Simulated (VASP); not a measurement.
# Be4C (P4/mmm) in VASP: single point with PBE

Aim: the single point of Be4C with PBE.

Program: VASP 6.6.1. These are calculated values, not measurements. Logs are shortened: lines on timing, memory, paths and dates and some standing lists are left out, and cuts for length are marked.

## Step 1: The cell of the first run

The structure is tetragonal, space group P4/mmm (No. 123). The conventional cell has a = 2.998 Å, b = 2.998 Å, c = 4.240 Å, α = 90.00°, β = 90.00°, γ = 90.00°. Within 2.4 Å of Be (site symmetry 2mm) lie 2 C at 1.84 Å and 6 Be at 2.12 Å. Within 2.4 Å of C (site symmetry 4/mmm) lie 8 Be at 1.84 Å.

## Step 2: Single point, PBE (atoms taken out)

The input, INCAR:

```
SYSTEM = Be4C
PREC     = Accurate       ! precision mode
ENCUT    = 520            ! plane-wave cutoff, eV
EDIFF    = 1E-7           ! SCF threshold, eV
ISMEAR   = 0              ! smearing method
SIGMA    = 0.1            ! smearing width, eV
LREAL    = .False.        ! projectors in reciprocal space
LASPH    = .True.         ! aspherical terms in the spheres
NELM     = 80             ! most SCF steps
ALGO     = Normal         ! electronic algorithm
ISIF     = 2              ! what is computed and relaxed
LWAVE    = .False.        ! write WAVECAR
LCHARG   = .True.         ! write CHGCAR
GGA      = PE             ! functional
LELF     = .True.         ! ELF
LVHAR    = .True.       
NBANDS   = 14             ! bands
```

The input, KPOINTS:

```
regular mesh
0
Gamma
  6 6 4
  0 0 0
```

The input, POSCAR:

```
Be4C
1.0
    2.9981754500      0.0000000000      0.0000000000
    0.0000000000      2.9981754500      0.0000000000
    0.0000000000      0.0000000000      4.2400603800
Be C
4 1
Direct
    0.5000000000      0.0000000000      0.2500000000
    0.0000000000      0.5000000000      0.7500000000
    0.5000000000      0.0000000000      0.7500000000
    0.0000000000      0.5000000000      0.2500000000
    0.0000000000      0.0000000000      0.0000000000
```

Potentials or basis: VASP PAW PBE potentials, release 64 (Be, C).

Started as:

```sh
> cat potpaw_PBE.64/Be/POTCAR potpaw_PBE.64/C/POTCAR > POTCAR
> mpirun -np 1 vasp_std > vasp.out
```

OUTCAR:

```text
SYSTEM = Be4C
   PREC = Accurate
   ENCUT = 520
   EDIFF = 1E-7
   ISMEAR = 0
   LREAL = .False.
   LASPH = .True.
   NELM = 80
   ISIF = 2
   GGA = PE

 ion  position               nearest neighbor table
   1  0.500  0.000  0.250-   5 1.84   5 1.84   3 2.12   3 2.12   4 2.12   4 2.12   4 2.12   4 2.12

   2  0.000  0.500  0.750-   5 1.84   5 1.84   4 2.12   4 2.12   3 2.12   3 2.12   3 2.12   3 2.12

   3  0.500  0.000  0.750-   5 1.84   5 1.84   1 2.12   1 2.12   2 2.12   2 2.12   2 2.12   2 2.12

   4  0.000  0.500  0.250-   5 1.84   5 1.84   2 2.12   2 2.12   1 2.12   1 2.12   1 2.12   1 2.12

   5  0.000  0.000  0.000-   1 1.84   2 1.84   3 1.84   4 1.84   2 1.84   4 1.84   1 1.84   3 1.84

  LATTYP: Found a simple tetragonal cell.
 ALAT       =     2.9981754500
 C/A-ratio  =     1.4142135611

  Lattice vectors:

 A1 = (   2.9981754500,   0.0000000000,   0.0000000000)
 A2 = (   0.0000000000,   2.9981754500,   0.0000000000)
 A3 = (   0.0000000000,   0.0000000000,   4.2400603800)

Analysis of symmetry for initial positions (statically):
=====================================================================
 Subroutine PRICEL returns:
 Original cell was already a primitive cell.

 Routine SETGRP: Setting up the symmetry group for a
 simple tetragonal supercell.

 Subroutine GETGRP returns: Found 16 space group operations
 (whereof 16 operations were pure point group operations)
 out of a pool of 16 trial point group operations.

The static configuration has the point symmetry D_4h.

Analysis of symmetry for dynamics (positions and initial velocities):
=====================================================================
 Subroutine PRICEL returns:
 Original cell was already a primitive cell.

 Routine SETGRP: Setting up the symmetry group for a
 simple tetragonal supercell.

 Subroutine GETGRP returns: Found 16 space group operations
 (whereof 16 operations were pure point group operations)
 out of a pool of 16 trial point group operations.

The dynamic configuration has the point symmetry D_4h.

 Subroutine INISYM returns: Found 16 space group operations
 (whereof 16 operations are pure point group operations),
 and found     1 'primitive' translations

----------------------------------------------------------------------------------------

                                     Primitive cell

  volume of cell :      38.1141

  direct lattice vectors                    reciprocal lattice vectors
     2.998175450  0.000000000  0.000000000     0.333536184  0.000000000  0.000000000
     0.000000000  2.998175450  0.000000000     0.000000000  0.333536184  0.000000000
     0.000000000  0.000000000  4.240060380     0.000000000  0.000000000  0.235845698

  length of vectors
     2.998175450  2.998175450  4.240060380     0.333536184  0.333536184  0.235845698

  position of ions in fractional coordinates (direct lattice)
     0.500000000  0.000000000  0.250000000
     0.000000000  0.500000000  0.750000000
     0.500000000  0.000000000  0.750000000
     0.000000000  0.500000000  0.250000000
     0.000000000  0.000000000  0.000000000

  ion indices of the primitive-cell ions
   primitive index   ion index
                 1           1
                 2           2
                 3           3
                 4           4
                 5           5

----------------------------------------------------------------------------------------

 KPOINTS: regular mesh

Automatic generation of k-mesh.
 Grid dimensions read from file:
 generate k-points for:    6    6    4

 Generating k-lattice:

  Cartesian coordinates                     Fractional coordinates (reciprocal lattice)
     0.055589364  0.000000000  0.000000000     0.166666667  0.000000000  0.000000000
     0.000000000  0.055589364  0.000000000     0.000000000  0.166666667  0.000000000
     0.000000000  0.000000000  0.058961425     0.000000000  0.000000000  0.250000000

  Length of vectors
     0.055589364  0.055589364  0.058961425

  Shift w.r.t. Gamma in fractional coordinates (k-lattice)
     0.000000000  0.000000000  0.000000000

 Subroutine IBZKPT returns following result:
 ===========================================

 Found     30 irreducible k-points:

 Following reciprocal coordinates:
            Coordinates               Weight
  0.000000  0.000000  0.000000      1.000000
  0.166667  0.000000  0.000000      4.000000
  0.333333  0.000000  0.000000      4.000000
  0.500000  0.000000  0.000000      2.000000
  0.166667  0.166667  0.000000      4.000000
  0.333333  0.166667  0.000000      8.000000
[... 16 lines left out ...]
  0.333333  0.000000  0.500000      4.000000
  0.500000  0.000000  0.500000      2.000000
 [... further k-points ...]
   k-points           NKPTS =     30   k-points in BZ     NKDIM =     30   number of bands    NBANDS=     14
   number of dos      NEDOS =    301   number of ions     NIONS =      5
   total plane-waves  NPLWV =  18432
   dimension x,y,z NGX =    24 NGY =   24 NGZ =   32
   dimension x,y,z NGXF=    48 NGYF=   48 NGZF=   64
   ions per type =               4   1
   NGX,Y,Z   is equivalent  to a cutoff of  13.31, 13.31, 12.55 a.u.
   NGXF,Y,Z  is equivalent  to a cutoff of  26.62, 26.62, 25.09 a.u.
 SYSTEM =  Be4C
   PREC   = accura    normal or accurate (medium, high low for compatibility)
   ISTART =      0    job   : 0-new  1-cont  2-samecut
   ICHARG =      2    charge: 1-file 2-atom 10-const
   ISPIN  =      1    spin polarized calculation?
   LNONCOLLINEAR =      F non collinear calculations
   LSORBIT =      F    spin-orbit coupling
   LASPH  =      T    aspherical Exc in radial PAW
   ENCUT  =  520.0 eV  38.22 Ry    6.18 a.u.   5.57  5.57  7.88*2*pi/ulx,y,z
   NELM   =     80;   NELMIN=  2; NELMDL= -5     # of ELM steps
   EDIFF  = 0.1E-06   stopping-criterion for ELM
   LREAL  =      F    real-space projection
   EDIFFG = 0.1E-05   stopping-criterion for IOM
   NSW    =      0    number of steps for IOM
   IBRION =     -1    ionic relax: 0-MD 1-quasi-New 2-CG
   NFREE  =      0    steps in history (QN), initial steepest desc. (CG)
   ISIF   =      2    stress and relaxation
   ISYM   =      2    0-nonsym 1-usesym 2-fastsym
   POTIM  = 0.5000    time-step for ionic-motion
   TEBEG  =    0.0;   TEEND  =   0.0 temperature during run
   PSTRESS=    0.0 pullay stress
   NELECT =      12.0000    total number of electrons
   NUPDOWN=      -1.0000    fix difference up-down
   EMIN   =  10.00;   EMAX   =-10.00  energy-range for DOS
   EFERMI =   0.00;   METHOD = LEGACY
   ISMEAR =     0;   SIGMA  =   0.10  broadening in eV -4-tet -1-fermi 0-gaus
   EFERMI_NEDOS =   21; number of points for ismear=-14 and -15
   IALGO  =     38    algorithm
   IMIX   =      4    mixing-type and parameters
     AMIX     =   0.40;   BMIX     =  1.00
     AMIX_MAG =   1.60;   BMIX_MAG =  1.00
  volume/ion in A,a.u.               =       7.62        51.44
  Fermi-wavevector in a.u.,A,eV,Ry     =   1.113713  2.104612 16.876070  1.240356
  Thomas-Fermi vector in A             =   2.250300
   LORBIT       =      0    0 simple, 1 ext, 2 COOP (PROOUT), +10 PAW based schemes
   GGA     = PE    functional components
   LHFCALC =     F    Hartree Fock is set to
   AEXX    =    0.0000 exact exchange contribution
   IVDW    =     0    specifies the selected vdW correction
   LEPSILON=     F    determine dielectric tensor
   LRPA    =     F    only Hartree local field effects (RPA)
 non-spin polarized calculation
 Gauss-broadening in eV      SIGMA  =   0.10
  energy-cutoff  :      520.00
  volume of cell :       38.11
 maximum number of plane-waves:      1055
 NGX is ok and might be reduce to    24
   NGX = 11   NGY = 11   NGZ = 15

 number of electron      12.0000001 magnetization

 Free energy of the ion-electron system (eV)
  ---------------------------------------------------
  ext. energy  EPLUGINS =         0.00000000
  ---------------------------------------------------
  free energy    TOTEN  =       -22.12577469 eV

  energy without entropy =      -22.11691074  energy(sigma->0) =      -22.12134272

 E-fermi :   7.3924     XC(G=0): -10.8653

 val. band max:        7.3912148524   @ k =   0.5000   0.1667   0.2500
 cond. band min:       7.4603930718   @ k =   0.3333   0.3333   0.0000
 fundamental gap:      0.0691782194
 Fermi energy:         7.3923991858

 k-point     1 :       0.0000    0.0000    0.0000
  band No.  band energies     occupation
      1      -7.9313      2.00000
      2       0.2868      2.00000
      3       1.0682      2.00000
      4       2.7790      2.00000
      5       2.7790      2.00000
      6       9.1857      0.00000
      7      11.2496      0.00000
      8      11.6945      0.00000
      9      11.6945      0.00000
     10      12.8939      0.00000
     11      13.2071      0.00000
     12      13.2071      0.00000
     13      14.4729      0.00000
     14      19.9426      0.00000

 k-point     2 :       0.1667    0.0000    0.0000
  band No.  band energies     occupation
      1      -7.6592      2.00000
      2       0.5457      2.00000
      3       1.1741      2.00000
      4       1.3572      2.00000
      5       3.0532      2.00000
      6       9.2200      0.00000
      7       9.5988      0.00000
      8      11.0149      0.00000
      9      12.1288      0.00000
     10      12.9651      0.00000
     11      13.2497      0.00000
     12      15.1080      0.00000
     13      15.7873      0.00000
     14      18.6064      0.00000

 k-point     3 :       0.3333    0.0000    0.0000
  band No.  band energies     occupation
      1      -6.9482      2.00000
      2      -1.2063      2.00000
      3       1.4259      2.00000
      4       1.9566      2.00000
      5       3.7129      2.00000
      6       6.4611      2.00000
      7       7.7105      0.00001
      8      11.9034      0.00000
      9      12.0777      0.00000
     10      13.4093      0.00000
     11      14.0672      0.00000
     12      17.2711      0.00000
     13      17.3836      0.00000
     14      17.7996      0.00000
[... 324 lines left out ...]
 k-point    23 :       0.3333    0.0000    0.5000
  band No.  band energies     occupation
      1      -6.7036      2.00000
      2      -1.2157      2.00000
      3      -0.7691      2.00000
      4       3.1075      2.00000
      5       3.9705      2.00000
      6       7.8050      0.00000
      7      10.0123      0.00000
      8      10.7434      0.00000
      9      11.8474      0.00000
     10      13.4821      0.00000
     11      13.4852      0.00000
     12      15.2696      0.00000
     13      16.0619      0.00000
     14      16.8865      0.00000

 k-point    24 :       0.5000    0.0000    0.5000
  band No.  band energies     occupation
      1      -6.1867      2.00000
      2      -1.8948      2.00000
      3      -0.4336      2.00000
      4       1.8268      2.00000
      5       4.3287      2.00000
      6       7.9309      0.00000
      7      10.1233      0.00000
      8      11.9399      0.00000
      9      12.5263      0.00000
     10      12.5566      0.00000
     11      13.1344      0.00000
     12      13.4257      0.00000
     13      14.9279      0.00000
     14      18.6500      0.00000

 [... further k-points ...]

------------------------ aborting loop because EDIFF is reached ----------------------------------------

  FORCE on cell =-STRESS in cart. coord.  units (eV):
  Direction    XX          YY          ZZ          XY          YZ          ZX
  --------------------------------------------------------------------------------------
  -------------------------------------------------------------------------------------
  Total        2.8354393      2.8354393      2.1881057      0.0000000      0.0000000     -0.0000000
  in kB      119.1913676    119.1913676     91.9798600      0.0000000      0.0000000     -0.0000000
  external PRESSURE =     110.1208650 kB  Pullay stress =       0.0000000 kB

 VOLUME and BASIS-vectors are now :
 -----------------------------------------------------------------------------
  energy-cutoff  :      520.00
  volume of cell :       38.11
      direct lattice vectors                 reciprocal lattice vectors
     2.998175450  0.000000000  0.000000000     0.333536184  0.000000000  0.000000000
     0.000000000  2.998175450  0.000000000     0.000000000  0.333536184  0.000000000
     0.000000000  0.000000000  4.240060380     0.000000000  0.000000000  0.235845698

 POSITION                                       TOTAL-FORCE (eV/Angst)
 -----------------------------------------------------------------------------------
      1.49909      0.00000      1.06002         0.000000     -0.000000      0.180366
      0.00000      1.49909      3.18005         0.000000      0.000000     -0.180366
      1.49909      0.00000      3.18005        -0.000000     -0.000000     -0.180366
      0.00000      1.49909      1.06002        -0.000000      0.000000      0.180366
      0.00000      0.00000      0.00000         0.000000      0.000000      0.000000
 -----------------------------------------------------------------------------------
    total drift:                               -0.000000     -0.000000      0.000000

  FREE ENERGIE OF THE ION-ELECTRON SYSTEM (eV)
  ---------------------------------------------------
  free  energy   TOTEN  =       -22.1257746948 eV

  energy  without entropy=      -22.1169107411  energy(sigma->0) =      -22.12134272
```

Wall time 23 s (1 thread of AMD EPYC 7R13, shared host); peak memory 0.12 GiB.

Results:

| Quantity | Value |
| --- | --- |
| Free energy | -22.1258 eV |
| Pressure | 11.0 GPa |
| Largest force | 0.180 eV/Å |
| Band gap on the k mesh | zero (bands 6 and 7 overlap by 2.95 eV) |

Forces in eV/Å, atoms in the order of the input:
```
Be   0.000  0.000  0.180
Be   0.000  0.000 -0.180
Be   0.000  0.000 -0.180
Be   0.000  0.000  0.180
C    0.000  0.000  0.000
```

Levels at points of the mesh, in eV from the Fermi level:
```
           k point  band 2  band 3  band 4  band 5  band 6  band 7  band 8  band 9  band 10  band 11
(0.00, 0.00, 0.00)   -7.11   -6.32   -4.61   -4.61    1.79    3.86    4.30    4.30     5.50     5.81
(0.50, 0.00, 0.00)   -9.72   -5.81   -3.60   -3.43   -3.26   -0.41    3.72    5.69     5.85     7.61
(0.50, 0.50, 0.00)   -7.27   -7.27   -5.90   -5.75   -0.44   -0.44    0.08    1.25     5.85     6.30
(0.00, 0.00, 0.50)   -9.75   -4.26   -4.26   -1.78    1.59    1.59    1.68    4.17     4.23     6.66
(0.50, 0.00, 0.50)   -9.29   -7.83   -5.57   -3.06    0.54    2.73    4.55    5.13     5.16     5.74
(0.50, 0.50, 0.50)   -7.23   -7.20   -7.20   -4.14   -3.47   -0.99   -0.99    5.76     8.09     9.81
```

Caveat: the k points lie up to 0.37 Å⁻¹ apart, too coarse for converged energies and pressures of a metal; the cell differs from its parent crystal (atoms taken out).
